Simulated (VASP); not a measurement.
Co:

```
Co
1.0
     2.50188    0.00000    0.00000
    -1.25094    2.16670    0.00000
     0.00000    0.00000    8.17115
Co
4
Direct
  0.00000 0.00000 0.00000
  0.00000 0.00000 0.50000
  0.33333 0.66667 0.25000
  0.66667 0.33333 0.75000
```

```yaml
Program: VASP 6.6.1
Task: relaxation of cell and atoms
Functional: RPBE
Potentials_or_basis: VASP PAW PBE potentials, release 64 (Co)
Cutoff: 600 eV
k_mesh: 14 × 14 × 4
Occupations: fermi-dirac, width 0.1 eV
Spin: no spin polarisation
```

At the start: pressure -9.4 GPa; volume 11.07 Å³/atom.

Question: How do energy, volume and symmetry change on relaxing?

Answer: Over 6 steps the energy falls by 15.5 meV/atom and the volume is 10.58 Å³/atom (-4.5 %); space group P6_3/mmc (No. 194, to 0.1 Å) before and after.

The path:
| step | energy change (eV) | largest force (eV/Å) | pressure (GPa) | volume (Å³) |
| --- | --- | --- | --- | --- |
| 1 | 0.0000 | 0.0000 | -9.38 | 44.29 |
| 2 | 0.0133 | 0.0000 | 12.53 | 40.27 |
| 3 | -0.0619 | 0.0000 | -0.08 | 42.30 |
| 4 | -0.0619 | 0.0000 | 0.15 | 42.26 |
| 5 | -0.0620 | 0.0000 | -0.14 | 42.32 |
| 6 | -0.0620 | 0.0000 | -0.06 | 42.31 |

Final structure:
```cif
data_structure
_symmetry_space_group_name_H-M 'P 1'
_symmetry_Int_Tables_number 1
_cell_length_a 2.4665
_cell_length_b 2.4665
_cell_length_c 8.0304
_cell_angle_alpha 90.000
_cell_angle_beta 90.000
_cell_angle_gamma 120.000
_cell_volume 42.31
loop_
_atom_site_label
_atom_site_type_symbol
_atom_site_fract_x
_atom_site_fract_y
_atom_site_fract_z
_atom_site_occupancy
Co1 Co 0.00000 0.00000 0.00000 1
Co2 Co 0.00000 0.00000 0.50000 1
Co3 Co 0.33333 0.66667 0.25000 1
Co4 Co 0.66667 0.33333 0.75000 1
```

Caveat: the highest band is partly filled, so the run has too few bands; the PAW data sets were made with another functional, which shifts forces and pressure a little; the run has no spin polarisation, though such a crystal can be magnetic.
